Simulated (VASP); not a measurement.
Runs of VASP 6.6.1 on Al. The cells are those of the table. 

```tsv
cell	further INCAR settings	gap on the mesh (eV)	pressure (GPa)	largest force (eV/Å)
a = 2.782, b = 2.782, c = 9.091 Å, angles 88.2, 90.6, 109.5°, 4 atoms	ALGO = Fast; EDIFF = 1e-07; NBANDS = 14	none	0.1	0.18
a = 2.782, b = 2.782, c = 9.148 Å, angles 83.6, 90.6, 109.5°, 4 atoms	ALGO = Fast; EDIFF = 1e-07; NBANDS = 14	none	(b)	0.86
a = 2.782, b = 2.782, c = 9.278 Å, angles 78.5, 92.3, 109.5°, 4 atoms	ALGO = Fast; EDIFF = 1e-06; NBANDS = 14	none	0.5	0.26
a = 2.782, b = 2.782, c = 9.102 Å, angles 87.1, 89.4, 109.5°, 4 atoms	ALGO = Fast; EDIFF = 1e-06; NBANDS = 14	none	0.9	0.64
a = 2.782, b = 2.782, c = 9.159 Å, angles 84.8, 87.1, 109.5°, 4 atoms	ALGO = Fast; EDIFF = 1e-06; NBANDS = 14	none	(a)	2.09
```

Alike in all rows: task single point; level PBEsol; potentials or basis VASP PAW PBE potentials, release 64 (Al); no spin polarisation; k mesh 16 × 16 × 5; cutoff (eV) 520; smearing gaussian 0.15 eV.

**Question.** Fill in the values left out.

**Answer.** (a) 3.6; (b) 1.5.

Caveats: the PAW data sets were made with another functional, which shifts forces and pressure a little; the cell stands under pressure (at least some runs).

A gap of «none» marks levels without a gap at the run's occupations.
